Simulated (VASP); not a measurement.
Write the native input for VASP 6.6.1 that does the following.

- Task: single point
- Functional: r2SCAN
- Potentials or basis: VASP PAW PBE potentials, release 64 (Zn, O_h)
- Cutoff: 1480 eV
- k mesh: 10 × 10 × 10
- Occupations: gaussian, width 0.01 eV
- Spin: no spin polarisation
- Dipole correction: no
- Further INCAR settings: ALGO = Normal; EDIFF = 1e-06; NBANDS = 16

The system is ZnO.

```
CELL_PARAMETERS angstrom
0.01878 2.13377 2.13377
2.13377 0.01878 2.13377
2.15255 2.15255 0.00000
ATOMIC_POSITIONS crystal
Zn 0.00000 0.00000 0.00000
O 0.50000 0.50000 0.50000
```

This cell differs from its parent crystal: shear xy strain +1.8%.

The input as run:

POSCAR

```
ZnO
1.0
    0.0187771795      2.1337703963      2.1337703963
    2.1337703963      0.0187771795      2.1337703963
    2.1525475758      2.1525475758      0.0000000000
Zn O
1 1
Direct
    0.0000000000      0.0000000000      0.0000000000
    0.5000000000      0.5000000000      0.5000000000
```

INCAR.step1

```
SYSTEM = ZnO
PREC = Accurate ; ENCUT = 1480
ISMEAR = 0 ; SIGMA = 0.01
LREAL = .False. ; LASPH = .True.
NELM = 120 ; NBANDS = 16
GGA = PE ; ALGO = Normal
EDIFF = 1E-5 ; LWAVE = .True.
LCHARG = .False. ; GGA_COMPAT = .False.
```

INCAR.step2

```
SYSTEM = ZnO
PREC = Accurate ; ENCUT = 1480
EDIFF = 1E-6 ; ISMEAR = 0
SIGMA = 0.01 ; LREAL = .False.
LASPH = .True. ; NELM = 120
ALGO = Normal ; ISIF = 2
LWAVE = .False. ; LCHARG = .True.
METAGGA = R2SCAN ; LMIXTAU = .True.
LELF = .True. ; LVHAR = .True.
NBANDS = 16 ; ISTART = 1
GGA_COMPAT = .False.
```

KPOINTS

```
regular mesh
0
Gamma
  10 10 10
  0 0 0
```

Potentials or basis: VASP PAW PBE potentials, release 64 (Zn, O_h).

The run is started by

```console
$ cat potpaw_PBE.64/Zn/POTCAR potpaw_PBE.64/O_h/POTCAR > POTCAR
$ cp INCAR.step1 INCAR
$ mpirun -np 1 vasp_std > vasp.out
$ cp INCAR.step2 INCAR
$ mpirun -np 1 vasp_std > vasp.out
```

It gave:

```
Pressure               : 1.2 GPa
Band gap on the k mesh : 1.54 eV (least direct gap 2.92 eV)
```

Caveat: the cell differs from its parent crystal (shear xy strain +1.8%); the structure was generated, so it needn't be the stable form of ZnO; the PAW data sets were made with another functional, which shifts forces and pressure a little.

Wall time 18 min on 1 thread of Intel(R) Xeon(R) Platinum 8259CL CPU @ 2.50GHz (Skylake/Cascade Lake) (shared host), peak memory 0.45 GiB.
